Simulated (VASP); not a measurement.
Input of a VASP 6.6.1 run:

Contents of INCAR:

```
SYSTEM = Cd3Si
PREC = Accurate
ENCUT = 500
EDIFF = 1E-6
ISMEAR = 0
SIGMA = 0.1
LREAL = .FALSE.
LASPH = .TRUE.
NELM = 120
ALGO = Normal
ISIF = 2
LWAVE = .FALSE.
LCHARG = .FALSE.
GGA = PE
NBANDS = 28
GGA_COMPAT = .FALSE.
```

File KPOINTS:

```
Automatic mesh
0
G
  6 6 4
  0 0 0
```

File POSCAR:

```
Cd3Si
1.0
    4.6263087320      0.0000000000      0.0000000000
   -2.3131543660      4.0065008878      0.0000000000
    0.0000000000      0.0000000000      4.8825887897
Cd Si
3 1
Direct
    0.0000000000      0.0000000000      0.5000000000
    0.3333333333      0.6666666667      0.0000000000
    0.6666666667      0.3333333333      0.0000000000
    0.0000000000      0.0000000000      0.0000000000
```

Potentials or basis: VASP PAW PBE potentials, release 64 (Cd, Si).

Launch:

```console
$ cat potpaw_PBE.64/Cd/POTCAR potpaw_PBE.64/Si/POTCAR > POTCAR
$ mpirun -np 1 vasp_std > vasp.out
```

Problem. Predict the band gap on the k mesh.

Solution. Zero (band 20 reaches 4.21 eV, above the bottom of band 21 at 2.66 eV).

Problem. What does it give for the pressure?

Solution. 14.9 GPa.

Stress tensor (GPa, compression positive):
```
16.35  0.00  0.00
 0.00 16.35  0.00
 0.00  0.00 12.12
```
